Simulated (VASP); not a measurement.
Wanted: the native input for a VASP 6.6.1 run.

```yaml
Task: single point
Functional: r2SCAN
Potentials_or_basis: VASP PAW PBE potentials, release 64 (Mo_sv)
Cutoff: 520 eV
k_mesh: 9 × 9 × 2
Occupations: gaussian, width 0.1 eV
Spin: no spin polarisation
Dipole_correction: no
Further_INCAR_settings: ALGO = Normal; EDIFF = 1e-06; NBANDS = 36
```

Crystal: Mo.

```
CELL_PARAMETERS angstrom
2.72625 0.00000 0.00000
-1.36312 2.36100 0.00000
0.00000 0.00000 10.17890
ATOMIC_POSITIONS crystal
Mo 0.33333 0.66667 0.37887
Mo 0.66667 0.33333 0.87887
Mo 0.66667 0.33333 0.62113
Mo 0.33333 0.66667 0.12113
```

One way to write it, as run:

POSCAR

```
Mo
1.0
    2.7262455053      0.0000000000      0.0000000000
   -1.3631227526      2.3609978646      0.0000000000
    0.0000000000      0.0000000000     10.1789035456
Mo
4
Direct
    0.3333333333      0.6666666667      0.3788700994
    0.6666666667      0.3333333333      0.8788700994
    0.6666666667      0.3333333333      0.6211299006
    0.3333333333      0.6666666667      0.1211299006
```

INCAR.step1

```
  ALGO = Normal
  EDIFF = 1E-4
  ENCUT = 520
  GGA = PE
  ISMEAR = 0
  LASPH = T
  LCHARG = F
  LREAL = F
  LWAVE = T
  NBANDS = 36
  NELM = 80
  PREC = Accurate
  SIGMA = 0.1
```

INCAR.step2

```
  ALGO = Normal
  EDIFF = 1E-6
  ENCUT = 520
  ISIF = 2
  ISMEAR = 0
  ISTART = 1
  LASPH = T
  LCHARG = T
  LELF = T
  LMIXTAU = T
  LREAL = F
  LVHAR = T
  LWAVE = F
  METAGGA = R2SCAN
  NBANDS = 36
  NELM = 80
  PREC = Accurate
  SIGMA = 0.1
```

KPOINTS

```
k-points
0
Gamma
  9 9 2
```

Potentials or basis: VASP PAW PBE potentials, release 64 (Mo_sv).

Launch:

```bash
$ cat potpaw_PBE.64/Mo_sv/POTCAR > POTCAR
$ cp INCAR.step1 INCAR
$ mpirun -np 1 vasp_std > vasp.out
$ cp INCAR.step2 INCAR
$ mpirun -np 1 vasp_std > vasp.out
```

It gave:

| Item | Value |
| --- | --- |
| Pressure | 1.0 GPa |
| Largest force | 0.016 eV/Å |
| Band gap on the k mesh | zero (band 28 reaches 13.00 eV, above the bottom of band 29 at 11.20 eV) |

Caveat: the PAW data sets were made with another functional, which shifts forces and pressure a little.

Run time: 96 s on 1 thread of Intel(R) Xeon(R) 6975P-C (Granite Rapids), on a shared host, peak memory 0.19 GiB.
